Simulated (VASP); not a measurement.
Runs of VASP 6.6.1 on Sb. The structure is that of space group P2_1/m (No. 11), or close to it. The cells are those of the table. 

```csv
level,potentials or basis,spin,cell,k mesh,cutoff (eV),smearing,pressure (GPa),moment (μB),largest force (eV/Å)
LDA,"VASP PAW LDA potentials, release 64 (Sb)","non-collinear, zero start, SOC","a = 4.528, b = 4.421, c = 6.500 Å, angles 90.0, 101.7, 90.0°, 4 atoms",5 × 5 × 4,520,gaussian 0.1 eV,-3.3,0.00,0.12
PBEsol,"VASP PAW PBE potentials, release 64 (Sb)","non-collinear, zero start, SOC","a = 4.528, b = 4.421, c = 6.500 Å, angles 90.0, 101.7, 90.0°, 4 atoms",5 × 5 × 4,520,gaussian 0.05 eV,(a),0.00,0.05
LDA,"VASP PAW LDA potentials, release 64 (Sb_d_GW)",off,"a = 4.587, b = 4.479, c = 6.585 Å, angles 90.0, 101.7, 90.0°, 4 atoms",6 × 6 × 4,500,fermi-dirac 0.05 eV,-5.0,-,0.44
PBEsol,"VASP PAW PBE potentials, release 64 (Sb)","non-collinear, zero start, SOC","a = 4.528, b = 4.421, c = 6.500 Å, angles 90.0, 101.7, 90.0°, 4 atoms",5 × 5 × 4,520,gaussian 0.005 eV,-2.2,0.00,0.05
```

Alike in all rows: task single point.

Question: Fill in the values left out.

Answer: (a) -2.3.

Caveats: the cell stands under tension (at least some runs); the PAW data sets were made with another functional, which shifts forces and pressure a little (at least some runs).

The runs don't all hold the same shells in valence.
